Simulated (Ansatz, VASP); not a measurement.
**Nb in VASP and in Ansatz**

INCAR

```
ALGO = Normal ; EDIFF = 1E-7
ENCUT = 520 ; ISIF = 2
ISMEAR = -1 ; LASPH = True
LCHARG = False ; LREAL = False
LWAVE = False ; NBANDS = 20
NELM = 60 ; PREC = Accurate
SIGMA = 0.05
```

The input KPOINTS:

```
k-points
0
Gamma
  11 11 11
```

POSCAR

```
Nb
1.0
    3.2478102620      0.0000000000      0.0000000000
    0.0000000000      3.2478102620      0.0000000000
    0.0000000000      0.0000000000      3.2478102620
Nb
2
Direct
    0.0000000000      0.0000000000      0.0000000000
    0.5000000000      0.5000000000      0.5000000000
```

Input for Ansatz:

```yaml
crystal:
  lattice:
    - [3.247810262, 0.0, 0.0]
    - [0.0, 3.247810262, 0.0]
    - [0.0, 0.0, 3.247810262]
  atoms:
    - { symbol: Nb, position: [0.0, 0.0, 0.0] }
    - { symbol: Nb, position: [0.5, 0.5, 0.5] }
kpoints:
  mp_grid: { grid: [11, 11, 11] }
scf:
  occupations: { method: fermi_dirac, width: 0.05 }
hamiltonian:
  xc: lda
  pseudopotentials: { kind: all_electron, lapw: { basis_error: 0.001 } }
output:
  forces: true
  stress: true
  eigenvalues: true
```

Alike in both runs: task single point; functional LDA; k mesh 11 × 11 × 11; occupations fermi-dirac, width 0.05 eV; no spin polarisation.

```csv
,VASP,Ansatz
version,VASP 6.6.1,Ansatz 0.2.0
potentials or method,"VASP PAW LDA potentials, release 64 (Nb_sv), cutoff 520 eV","all-electron LAPW, scalar-relativistic"
```

```tsv
	VASP	Ansatz	Ansatz less VASP
pressure (GPa)	-0.1	0.1	+0.13
```

LDA's correlation is that of Perdew and Zunger in VASP and of Perdew and Wang (1992) in Ansatz. Ansatz ran all-electron here, and VASP with PAW potentials.
